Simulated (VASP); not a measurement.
A run of VASP 6.6.1 is set up as follows.

The input INCAR:

```
SYSTEM = MgS
PREC = Accurate ; ENCUT = 520
EDIFF = 1E-6 ; ISMEAR = -1
SIGMA = 0.05 ; LREAL = .FALSE.
LASPH = .TRUE. ; NELM = 60
ALGO = Normal ; ISIF = 2
LWAVE = .FALSE. ; LCHARG = .FALSE.
GGA = PS ; NBANDS = 11
```

KPOINTS

```
regular mesh
0
G
  8 8 8
  0 0 0
```

Contents of POSCAR:

```
MgS
1.0
    0.0000000000      2.8518829780      2.8518829780
    2.8518829780      0.0000000000      2.8518829780
    2.8518829780      2.8518829780      0.0000000000
S Mg
1 1
Direct
    0.2500000000      0.2500000000      0.2500000000
    0.0000000000      0.0000000000      0.0000000000
```

Potentials or basis: VASP PAW PBE potentials, release 64 (S, Mg).

Launch:

```bash
$ cat potpaw_PBE.64/S/POTCAR potpaw_PBE.64/Mg/POTCAR > POTCAR
$ mpirun -np 1 vasp_std > vasp.out
```

(1) What does it give for the band gap on the k mesh?

(2) Estimate the pressure.

Answers

(1) 3.19 eV, direct.

(2) -1.6 GPa.

Caveat: the PAW data sets were made with another functional, which shifts forces and pressure a little.
